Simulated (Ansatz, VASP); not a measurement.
# BN in VASP and in Ansatz

The input POSCAR:

```
BN
1.0
    2.5008381595      0.0000000000      0.0000000000
   -1.2504190798      2.1657893769      0.0000000000
    0.0000000000      0.0000000000      6.8931474372
B N
2 2
Direct
    0.3333333333      0.6666666667      0.2500000000
    0.6666666667      0.3333333333      0.7500000000
    0.6666666667      0.3333333333      0.2500000000
    0.3333333333      0.6666666667      0.7500000000
```

The input INCAR.step1:

```
SYSTEM = BN
  ALGO = Normal
  EDIFF = 1E-4
  ENCUT = 520
  GGA = PE
  ISMEAR = 0
  LASPH = .True.
  LCHARG = .False.
  LREAL = .False.
  LWAVE = .True.
  NBANDS = 16
  NELM = 80
  PREC = Accurate
  SIGMA = 0.01
```

File INCAR.step2:

```
SYSTEM = BN
  ALGO = Normal
  EDIFF = 1E-7
  ENCUT = 520
  ISIF = 2
  ISMEAR = 0
  ISTART = 1
  LASPH = .True.
  LCHARG = .False.
  LMIXTAU = .True.
  LREAL = .False.
  LWAVE = .False.
  METAGGA = R2SCAN
  NBANDS = 16
  NELM = 80
  PREC = Accurate
  SIGMA = 0.01
```

Contents of KPOINTS:

```
k-points
0
Gamma
  9 9 4
  0 0 0
```

Input for Ansatz:

```yaml
crystal:
  lattice:
    - [2.5008381595, 0.0, 0.0]
    - [-1.2504190798, 2.1657893769, 0.0]
    - [0.0, 0.0, 6.8931474372]
  atoms:
    - { symbol: B, position: [0.3333333333, 0.6666666667, 0.25] }
    - { symbol: B, position: [0.6666666667, 0.3333333333, 0.75] }
    - { symbol: "N", position: [0.6666666667, 0.3333333333, 0.25] }
    - { symbol: "N", position: [0.3333333333, 0.6666666667, 0.75] }
kpoints:
  mp_grid: { grid: [9, 9, 4] }
hamiltonian:
  xc: r2scan
scf:
  occupations: { method: fixed }
  n_extra_bands: 5
output:
  forces: true
  stress: true
  eigenvalues: true
```

Alike in both runs: task single point; functional r2SCAN; k mesh 9 × 9 × 4; no spin polarisation.

```csv
,VASP,Ansatz
version,VASP 6.6.1,Ansatz 0.2.0
potentials or method,"VASP PAW PBE potentials, release 64 (B, N)","plane waves, PAW"
plane-wave cutoff (eV),520,500
occupations,"gaussian, width 0.01 eV",fixed
valence electrons in the cell,16,16
```

Ansatz gave:

| Quantity | Value |
| --- | --- |
| gap on the k mesh at the Fermi level (eV) | 5.02 |
| pressure (GPa) | 0.0 |
| traceless stress, the component that is largest in VASP (GPa) | -0.03 |

Question: What did VASP give for the same quantities?

Answer: gap on the k mesh at the Fermi level (eV): 5.06; pressure (GPa): 0.4; traceless stress, the component that is largest in VASP (GPa): -0.68.

VASP's potentials were made for PBE, not for r2SCAN.
